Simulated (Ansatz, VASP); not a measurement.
**Two plane-wave programs on Pd**

INCAR

```
SYSTEM = Pd
ALGO = Normal
EDIFF = 1E-7
EDIFFG = -0.005
ENCUT = 600
GGA = PE
IBRION = 2
ISIF = 3
ISMEAR = -1
LASPH = .TRUE.
LCHARG = .FALSE.
LREAL = .FALSE.
LWAVE = .FALSE.
NELM = 60
NSW = 60
PREC = Accurate
SIGMA = 0.08
```

File KPOINTS:

```
k-points
0
G
  17 17 17
  0 0 0
```

File POSCAR:

```
Pd
1.0
    0.0000000000      1.9734833199      1.9734833199
    1.9734833199      0.0000000000      1.9734833199
    1.9734833199      1.9734833199      0.0000000000
Pd
1
Direct
    0.0000000000      0.0000000000      0.0000000000
```

Input for Ansatz:

```yaml
crystal:
  lattice:
    - [0.0, 1.9734833199, 1.9734833199]
    - [1.9734833199, 0.0, 1.9734833199]
    - [1.9734833199, 1.9734833199, 0.0]
  atoms:
    - { symbol: Pd, position: [0.0, 0.0, 0.0] }
kpoints:
  mp_grid: { grid: [17, 17, 17] }
scf:
  occupations: { method: fermi_dirac, width: 0.08 }
hamiltonian:
  xc: pbe
  pseudopotentials: { kind: paw }
output:
  forces: true
  stress: true
  write_density: true
  write_potential: true
  elf: true
  volumetric_format: npy
relax:
  f_tol: 0.005
  max_steps: 40
  cell: {}
```

Alike in both runs: task relaxation of cell and atoms; functional PBE; k mesh 17 × 17 × 17; occupations fermi-dirac, width 0.08 eV; no spin polarisation.

|  | VASP | Ansatz |
| --- | --- | --- |
| version | VASP 6.6.1 | Ansatz 0.2.0 |
| potentials or method | VASP PAW PBE potentials, release 64 (Pd) | PAW with Ansatz's default frozen-core files, scalar-relativistic |
| plane-wave cutoff (eV) | 600 | 420 |
| valence electrons in the cell | 10 | 18 |

Ansatz gave:

* relaxed volume (Å³/atom): 15.35
* relaxed cell length with the largest relative difference (Å): 2.789

**Question.** Which values does VASP return?

**Answer.** Relaxed volume (Å³/atom): 15.32; relaxed cell length with the largest relative difference (Å): 2.788.

VASP's potentials hold 10 valence electrons a cell and Ansatz's 18, so a difference there can come from the potentials and not from the codes.
